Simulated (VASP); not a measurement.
Set up this calculation in VASP 6.6.1, as the native input.

```
Task                   : relaxation of cell and atoms
Functional             : PBE
Potentials or basis    : VASP PAW PBE potentials, release 64 (Ge_d, F)
Cutoff                 : 600 eV
k mesh                 : 12 × 12 × 6
Occupations            : gaussian, width 0.1 eV
Spin                   : no spin polarisation
Dipole correction      : no
Further INCAR settings : ALGO = Normal; EDIFF = 1e-07; IBRION = 2; EDIFFG = -0.01; NSW = 100; ISIF = 3
```

The structure of GeF5 lies in POSCAR:

```
GeF5
1.0
    4.0057325373      0.0000000000      0.0000000000
   -2.0028662686      3.4690661380      0.0000000000
    0.0000000000      0.0000000000      5.8941547236
Ge F
1 5
Direct
    0.0000000000      0.0000000000      0.0000000000
    0.0000000000      0.5000000000      0.5000000000
    0.3333333333      0.6666666667      0.0000000000
    0.6666666667      0.3333333333      0.0000000000
    0.5000000000      0.0000000000      0.5000000000
    0.5000000000      0.5000000000      0.5000000000
```

These files were run (other wordings do the same):

INCAR

```
SYSTEM = GeF5
  PREC = Accurate
  ENCUT = 600
  EDIFF = 1E-7
  ISMEAR = 0
  SIGMA = 0.1
  LREAL = .False.
  LASPH = .True.
  NELM = 60
  ALGO = Normal
  ISIF = 3
  LWAVE = .False.
  LCHARG = .False.
  GGA = PE
  IBRION = 2
  NSW = 100
  EDIFFG = -0.01
```

KPOINTS

```
regular mesh
0
Gamma
  12 12 6
  0 0 0
```

Potentials or basis: VASP PAW PBE potentials, release 64 (Ge_d, F).

Run with:

```console
$ cat potpaw_PBE.64/Ge_d/POTCAR potpaw_PBE.64/F/POTCAR > POTCAR
$ mpirun -np 1 vasp_std > vasp.out
```

It gave:

```json
{"Relaxed volume": "13.49 Å³/atom", "Relaxed cell": "a = 4.001 Å, b = 4.001 Å, c = 5.840 Å, α = 90.00°, β = 90.00°, γ = 120.00°", "Space group after relaxing (to 0.05 Å)": "P6/mmm (No. 191)", "Energy gained by relaxing": "0.1 meV/atom", "Ionic steps": "6", "Pressure after relaxing": "0.0 GPa"}
```

Caveat: an odd number of electrons without spin polarisation forces a metal; a magnetic or distorted state may lie lower.

Run time: 13 min on 1 thread of Oxide Virtual Turin-like Processor (shared host), peak memory 0.3 GiB.
